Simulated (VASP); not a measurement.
A run of VASP 6.6.1 is set up as follows.

The input POSCAR:

```
BeS
1.0
    0.0000000000      2.4343062304      2.4343062304
    2.4343062304      0.0000000000      2.4343062304
    2.4343062304      2.4343062304      0.0000000000
Be S
1 1
Direct
    0.0000000000      0.0000000000      0.0000000000
    0.2500000000      0.2500000000      0.2500000000
```

The input INCAR.step1:

```
PREC = Accurate ; ENCUT = 520
EDIFF = 1E-5 ; ISMEAR = 0
SIGMA = 0.01 ; LREAL = False
LASPH = True ; NELM = 80
ALGO = Normal ; ISIF = 2
LWAVE = True ; LCHARG = False
GGA = PE ; NBANDS = 11
```

INCAR.step2

```
PREC = Accurate ; ENCUT = 520
EDIFF = 1E-6 ; ISMEAR = 0
SIGMA = 0.01 ; LREAL = False
LASPH = True ; NELM = 80
ALGO = Normal ; ISIF = 2
LWAVE = False ; LCHARG = False
GGA = PE ; LHFCALC = True
AEXX = 0.25 ; PRECFOCK = Normal
ISTART = 1 ; NBANDS = 11
```

File KPOINTS:

```
regular mesh
0
Gamma
  6 6 6
```

Potentials or basis: VASP PAW PBE potentials, release 64 (Be, S).

Launch:

```bash
$ cat potpaw_PBE.64/Be/POTCAR potpaw_PBE.64/S/POTCAR > POTCAR
$ cp INCAR.step1 INCAR
$ mpirun -np 1 vasp_std > vasp.out
$ cp INCAR.step2 INCAR
$ mpirun -np 1 vasp_std > vasp.out
```

(1) What does it give for the pressure?

(2) What does it give for the band gap on the k mesh?

## Answers

(1) -1.1 GPa.

(2) 4.80 eV, indirect (least direct gap 7.62 eV).

Caveat: the PAW data sets were made with another functional, which shifts forces and pressure a little.
